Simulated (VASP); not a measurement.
# Zn8Se5S3 (P1) in VASP: single point with PBEsol

Aim: the single point of Zn8Se5S3 with PBEsol.

All numbers are computed with VASP 6.6.1; they aren't measurements. Logs are shortened: lines on timing, memory, paths and dates and some standing lists are left out, and cuts for length are marked.

## Step 1: The cell of the first run

The typed cell holds 64 atoms: a = 11.057 Å, b = 11.057 Å, c = 11.057 Å, α = 90.00°, β = 90.00°, γ = 90.00°.

## Step 2: Single point, PBEsol

Input file INCAR:

```
ALGO = Normal ; EDIFF = 1E-6
ENCUT = 500 ; GGA = PS
GGA_COMPAT = F ; ISIF = 2
ISMEAR = -1 ; ISYM = -1
LASPH = T ; LCHARG = F
LREAL = Auto ; LWAVE = F
NBANDS = 326 ; NELM = 120
PREC = Accurate ; SIGMA = 0.05
```

Input file KPOINTS:

```
explicit points
1
Reciprocal
  0.25000000   0.25000000   0.25000000 1
```

Input file POSCAR:

```
Zn8Se5S3
1.0
   11.0567656910      0.0000000000      0.0000000000
    0.0000000000     11.0567656910      0.0000000000
    0.0000000000      0.0000000000     11.0567656910
Zn S Se
32 12 20
Direct
    0.0057380000      0.0040600000      0.0048910000
    0.0001460000      0.0011780000      0.4981080000
    0.0052970000      0.4942190000      0.0052930000
    0.0056550000      0.5046850000      0.5037060000
    0.4951120000      0.0057780000      0.0057910000
    0.5027370000      0.9949560000      0.4946360000
    0.4899210000      0.4999060000      0.0005130000
    0.5040320000      0.4942320000      0.4934800000
    0.2508600000      0.2511630000      0.0004960000
    0.2513240000      0.2500620000      0.4979610000
    0.2552900000      0.7457860000      0.0056440000
    0.2464310000      0.7442880000      0.5044670000
    0.7492880000      0.2499570000      0.0103720000
    0.7460270000      0.2550370000      0.4945630000
    0.7504910000      0.7492010000      0.0001580000
    0.7445900000      0.7541870000      0.4923450000
    0.2501930000      0.0005850000      0.2398430000
    0.2564610000      0.0044070000      0.7571400000
    0.2521270000      0.4987900000      0.2400700000
    0.2459760000      0.5032470000      0.7568140000
    0.7400170000      0.0009880000      0.2484450000
    0.7505770000      0.0005810000      0.7513400000
    0.7513930000      0.4906840000      0.2483350000
    0.7491790000      0.4992330000      0.7513580000
    0.0014800000      0.2490540000      0.2402590000
    0.0058890000      0.2565080000      0.7571190000
    0.0058510000      0.7429870000      0.2434160000
    0.0057740000      0.7460160000      0.7472110000
    0.5025800000      0.2555500000      0.2434030000
    0.4944020000      0.2447330000      0.7563060000
    0.4984490000      0.7591600000      0.2487020000
    0.4936530000      0.7432500000      0.7567090000
    0.1284510000      0.1277500000      0.1220340000
    0.1283110000      0.6214410000      0.1216130000
    0.1271590000      0.6225730000      0.6280890000
    0.6216580000      0.1264860000      0.1256100000
    0.3736970000      0.3733140000      0.1219270000
    0.3746440000      0.8761350000      0.1230180000
    0.8767320000      0.3734130000      0.1243690000
    0.3735590000      0.1264150000      0.8815560000
    0.3703820000      0.6228840000      0.8784830000
    0.1283490000      0.3760660000      0.8798830000
    0.6243520000      0.3733930000      0.3693000000
    0.6229140000      0.8760320000      0.3706880000
    0.1265030000      0.1258280000      0.6278310000
    0.6229620000      0.1254110000      0.6234150000
    0.6220780000      0.6230170000      0.1261590000
    0.6229570000      0.6248380000      0.6234020000
    0.3738610000      0.3765580000      0.6277690000
    0.3748110000      0.8735320000      0.6262510000
    0.8765310000      0.3752410000      0.6246050000
    0.8752440000      0.8761450000      0.1265450000
    0.8748260000      0.8727350000      0.6235280000
    0.3772240000      0.1249660000      0.3687620000
    0.3748840000      0.6245260000      0.3716300000
    0.8727980000      0.1263400000      0.3698170000
    0.8760080000      0.1276900000      0.8791050000
    0.8749280000      0.6231380000      0.3725160000
    0.8792960000      0.6217190000      0.8771490000
    0.1251780000      0.3760180000      0.3703250000
    0.1270120000      0.8733640000      0.3715240000
    0.1288640000      0.8732040000      0.8783040000
    0.6221980000      0.3734510000      0.8794390000
    0.6202110000      0.8761880000      0.8779250000
```

Potentials or basis: VASP PAW PBE potentials, release 64 (Zn, S, Se).

The run is started by

```sh
cat potpaw_PBE.64/Zn/POTCAR potpaw_PBE.64/S/POTCAR potpaw_PBE.64/Se/POTCAR > POTCAR
mpirun -np 1 vasp_std > vasp.out
```

OUTCAR:

```text
EDIFF = 1E-6
   ENCUT = 500
   GGA = PS
   ISIF = 2
   ISMEAR = -1
   ISYM = -1
   LASPH = T
   LREAL = Auto
   NELM = 120
   PREC = Accurate

 ion  position               nearest neighbor table
   1  0.006  0.004  0.005-  33 2.32  57 2.42  52 2.43  62 2.43
   2  0.000  0.001  0.498-  53 2.42  45 2.43  56 2.43  61 2.43
   3  0.005  0.494  0.005-  42 2.34  34 2.34  39 2.35  59 2.44
   4  0.006  0.505  0.504-  35 2.32  51 2.42  58 2.43  60 2.44
   5  0.495  0.006  0.006-  40 2.34  36 2.34  38 2.35  64 2.44
   6  0.503  0.995  0.495-  44 2.32  46 2.42  50 2.43  54 2.44
[... 56 lines left out ...]
  63  0.622  0.373  0.879-  30 2.42   7 2.43  24 2.43  13 2.44
  64  0.620  0.876  0.878-  15 2.42  32 2.43  22 2.43   5 2.44

IMPORTANT INFORMATION: All symmetrisations will be switched off!
NOSYMM: (Re-)initialisation of all symmetry stuff for point group C_1.

----------------------------------------------------------------------------------------

                                     Primitive cell

  volume of cell :    1351.7125

  direct lattice vectors                    reciprocal lattice vectors
    11.056765691  0.000000000  0.000000000     0.090442362  0.000000000  0.000000000
     0.000000000 11.056765691  0.000000000     0.000000000  0.090442362  0.000000000
     0.000000000  0.000000000 11.056765691     0.000000000  0.000000000  0.090442362

  length of vectors
    11.056765691 11.056765691 11.056765691     0.090442362  0.090442362  0.090442362

  position of ions in fractional coordinates (direct lattice)
     0.005738000  0.004060000  0.004891000
     0.000146000  0.001178000  0.498108000
     0.005297000  0.494219000  0.005293000
     0.005655000  0.504685000  0.503706000
     0.495112000  0.005778000  0.005791000
     0.502737000  0.994956000  0.494636000
[... 56 lines left out ...]
     0.622198000  0.373451000  0.879439000
     0.620211000  0.876188000  0.877925000

  ion indices of the primitive-cell ions
   primitive index   ion index
                 1           1
                 2           2
                 3           3
                 4           4
                 5           5
                 6           6
[... 56 lines left out ...]
                63          63
                64          64

----------------------------------------------------------------------------------------

 KPOINTS: explicit points

Read explicit list of k-points.

 Found      1 k-points:

 Following reciprocal coordinates:
            Coordinates               Weight
  0.250000  0.250000  0.250000      1.000000
   k-points           NKPTS =      1   k-points in BZ     NKDIM =      1   number of bands    NBANDS=    326
   number of dos      NEDOS =    301   number of ions     NIONS =     64
   total plane-waves  NPLWV = 592704
   dimension x,y,z NGX =    84 NGY =   84 NGZ =   84
   dimension x,y,z NGXF=   168 NGYF=  168 NGZF=  168
   ions per type =              32  12  20
   NGX,Y,Z   is equivalent  to a cutoff of  12.63, 12.63, 12.63 a.u.
   NGXF,Y,Z  is equivalent  to a cutoff of  25.26, 25.26, 25.26 a.u.
 SYSTEM =  unknown system
   PREC   = accura    normal or accurate (medium, high low for compatibility)
   ISTART =      0    job   : 0-new  1-cont  2-samecut
   ICHARG =      2    charge: 1-file 2-atom 10-const
   ISPIN  =      1    spin polarized calculation?
   LNONCOLLINEAR =      F non collinear calculations
   LSORBIT =      F    spin-orbit coupling
   LASPH  =      T    aspherical Exc in radial PAW
   ENCUT  =  500.0 eV  36.75 Ry    6.06 a.u.  20.16 20.16 20.16*2*pi/ulx,y,z
   NELM   =    120;   NELMIN=  2; NELMDL= -5     # of ELM steps
   EDIFF  = 0.1E-05   stopping-criterion for ELM
   LREAL  =      T    real-space projection
   EDIFFG = 0.1E-04   stopping-criterion for IOM
   NSW    =      0    number of steps for IOM
   IBRION =     -1    ionic relax: 0-MD 1-quasi-New 2-CG
   NFREE  =      0    steps in history (QN), initial steepest desc. (CG)
   ISIF   =      2    stress and relaxation
   ISYM   =     -1    0-nonsym 1-usesym 2-fastsym
   POTIM  = 0.5000    time-step for ionic-motion
   TEBEG  =    0.0;   TEEND  =   0.0 temperature during run
   PSTRESS=    0.0 pullay stress
   NELECT =     576.0000    total number of electrons
   NUPDOWN=      -1.0000    fix difference up-down
   EMIN   =  10.00;   EMAX   =-10.00  energy-range for DOS
   EFERMI =   0.00;   METHOD = LEGACY
   ISMEAR =    -1;   SIGMA  =   0.05  broadening in eV -4-tet -1-fermi 0-gaus
   EFERMI_NEDOS =   21; number of points for ismear=-14 and -15
   IALGO  =     38    algorithm
   IMIX   =      4    mixing-type and parameters
     AMIX     =   0.40;   BMIX     =  1.00
     AMIX_MAG =   1.60;   BMIX_MAG =  1.00
  volume/ion in A,a.u.               =      21.12       142.53
  Fermi-wavevector in a.u.,A,eV,Ry     =   1.231934  2.328018 20.649047  1.517662
  Thomas-Fermi vector in A             =   2.366724
   LORBIT       =      0    0 simple, 1 ext, 2 COOP (PROOUT), +10 PAW based schemes
   GGA     = PS    functional components
   LHFCALC =     F    Hartree Fock is set to
   AEXX    =    0.0000 exact exchange contribution
   IVDW    =     0    specifies the selected vdW correction
   LEPSILON=     F    determine dielectric tensor
   LRPA    =     F    only Hartree local field effects (RPA)
 non-spin polarized calculation
  energy-cutoff  :      500.00
  volume of cell :     1351.71
 maximum number of plane-waves:     34316
 NGX is ok and might be reduce to    80
   NGX = 41   NGY = 41   NGZ = 41

 number of electron     576.0000088 magnetization

 Free energy of the ion-electron system (eV)
  ---------------------------------------------------
  ext. energy  EPLUGINS =         0.00000000
  ---------------------------------------------------
  free energy    TOTEN  =      -226.11158534 eV

  energy without entropy =     -226.11158533  energy(sigma->0) =     -226.11158534

 E-fermi :   3.0042     XC(G=0):  -9.7488

 val. band max:        1.7593023393   @ k =   0.2500   0.2500   0.2500
 cond. band min:       4.3393323208   @ k =   0.2500   0.2500   0.2500
 fundamental gap:      2.5800299815
 Fermi energy:         3.0041572924

 k-point     1 :       0.2500    0.2500    0.2500
  band No.  band energies     occupation
      1     -11.4060      2.00000
      2     -11.1549      2.00000
      3     -11.1382      2.00000
      4     -11.1097      2.00000
      5     -10.9417      2.00000
      6     -10.9236      2.00000
[... 292 lines left out ...]
    299       5.5030      0.00000
    300       5.5322      0.00000
 [bands above 300 left out]

------------------------ aborting loop because EDIFF is reached ----------------------------------------

  FORCE on cell =-STRESS in cart. coord.  units (eV):
  Direction    XX          YY          ZZ          XY          YZ          ZX
  --------------------------------------------------------------------------------------
  -------------------------------------------------------------------------------------
  Total        2.1321291      2.1349797      2.1173332     -2.7560490     -2.5842052     -2.8574519
  in kB        2.5272009      2.5305797      2.5096634     -3.2667297     -3.0630442     -3.3869220
  external PRESSURE =       2.5224813 kB  Pullay stress =       0.0000000 kB

 VOLUME and BASIS-vectors are now :
 -----------------------------------------------------------------------------
  energy-cutoff  :      500.00
  volume of cell :     1351.71
      direct lattice vectors                 reciprocal lattice vectors
    11.056765691  0.000000000  0.000000000     0.090442362  0.000000000  0.000000000
     0.000000000 11.056765691  0.000000000     0.000000000  0.090442362  0.000000000
     0.000000000  0.000000000 11.056765691     0.000000000  0.000000000  0.090442362

 POSITION                                       TOTAL-FORCE (eV/Angst)
 -----------------------------------------------------------------------------------
      0.06344      0.04489      0.05408         0.005901      0.005401      0.003328
      0.00161      0.01302      5.50746         0.004412      0.002865     -0.000292
      0.05857      5.46446      0.05852        -0.000440     -0.000048      0.010491
      0.06253      5.58018      5.56936         0.001820      0.011474      0.006225
      5.47434      0.06389      0.06403         0.003040      0.005251      0.007905
      5.55865     11.00100      5.46907         0.003622      0.000928     -0.004532
[... 56 lines left out ...]
      6.87950      4.12916      9.72375         0.001717     -0.007431     -0.007746
      6.85753      9.68781      9.70701        -0.001715     -0.000820     -0.008884
 -----------------------------------------------------------------------------------
    total drift:                                0.007441     -0.000498      0.022318

  FREE ENERGIE OF THE ION-ELECTRON SYSTEM (eV)
  ---------------------------------------------------
  free  energy   TOTEN  =      -226.1115853350 eV

  energy  without entropy=     -226.1115853350  energy(sigma->0) =     -226.11158534
```

Run time: 29 min. Hardware: 1 thread of Intel Xeon Platinum 8259CL at 2.50GHz (Skylake/Cascade Lake), shared host; peak memory 1.2 GiB.

What came out:

- Free energy: -226.1116 eV
- Pressure: 0.3 GPa
- Largest force: 0.026 eV/Å
- Band gap on the k mesh: 2.58 eV

Forces on the atoms (eV/Å):
```
Zn   0.006  0.005  0.003
Zn   0.004  0.003  0.000
Zn   0.000  0.000  0.010
Zn   0.002  0.011  0.006
Zn   0.003  0.005  0.008
Zn   0.004  0.001 -0.005
Zn  -0.005  0.011 -0.003
Zn   0.002  0.003 -0.002
Zn  -0.001  0.009 -0.003
Zn   0.001  0.004 -0.003
Zn   0.006  0.007  0.010
Zn  -0.004  0.002  0.004
Zn  -0.001  0.007  0.007
Zn  -0.005  0.013 -0.002
Zn  -0.005  0.005  0.006
Zn  -0.006  0.009  0.003
Zn   0.001  0.004 -0.007
Zn   0.005  0.008  0.006
Zn   0.003  0.011 -0.009
Zn  -0.007  0.010  0.009
Zn  -0.007  0.003 -0.006
Zn  -0.002  0.004  0.007
Zn   0.000  0.004 -0.002
Zn  -0.002  0.005  0.007
Zn   0.000  0.004 -0.003
Zn  -0.004  0.006  0.008
Zn   0.001  0.002 -0.005
Zn   0.002  0.002  0.005
Zn   0.002  0.013 -0.005
Zn  -0.004 -0.001  0.009
Zn   0.003  0.014 -0.003
Zn  -0.006  0.001  0.010
S   -0.003  0.002  0.002
S   -0.004 -0.005  0.000
S    0.000 -0.004 -0.010
S    0.001 -0.018  0.000
S   -0.007 -0.019  0.016
S   -0.004 -0.017  0.001
S   -0.006  0.003 -0.006
S    0.000 -0.005 -0.010
S    0.010 -0.011 -0.010
S    0.008 -0.005 -0.006
S    0.002 -0.009  0.001
S    0.003 -0.010  0.001
Se  -0.003 -0.001 -0.003
Se   0.002 -0.001  0.002
Se   0.002 -0.007  0.005
Se   0.004 -0.001 -0.006
Se   0.004 -0.003 -0.005
Se  -0.002 -0.003 -0.003
Se   0.005 -0.009 -0.006
Se   0.002  0.001  0.005
Se   0.002 -0.006 -0.004
Se  -0.002 -0.004  0.006
Se  -0.002 -0.011  0.004
Se   0.001 -0.004  0.000
Se   0.001 -0.001 -0.005
Se   0.000 -0.006  0.003
Se   0.006 -0.008 -0.006
Se  -0.003 -0.007 -0.003
Se  -0.001 -0.002 -0.001
Se  -0.004 -0.005 -0.007
Se   0.002 -0.007 -0.008
Se  -0.002 -0.001 -0.009
```

Stress tensor (GPa, compression positive):
```
 0.25 -0.33 -0.34
-0.33  0.25 -0.31
-0.34 -0.31  0.25
```

Levels at points of the mesh, in eV from the valence-band top:
| k point | band 284 | band 285 | band 286 | band 287 | band 288 | band 289 | band 290 | band 291 | band 292 | band 293 |
| --- | --- | --- | --- | --- | --- | --- | --- | --- | --- | --- |
| (0.25, 0.25, 0.25) | -0.44 | -0.39 | -0.33 | -0.01 | 0.00 | 2.58 | 2.94 | 3.38 | 3.41 | 3.44 |

Caveat: the PAW data sets were made with another functional, which shifts forces and pressure a little; a shifted mesh leaves out Γ, where band edges can lie. A k mesh can miss the band edges.
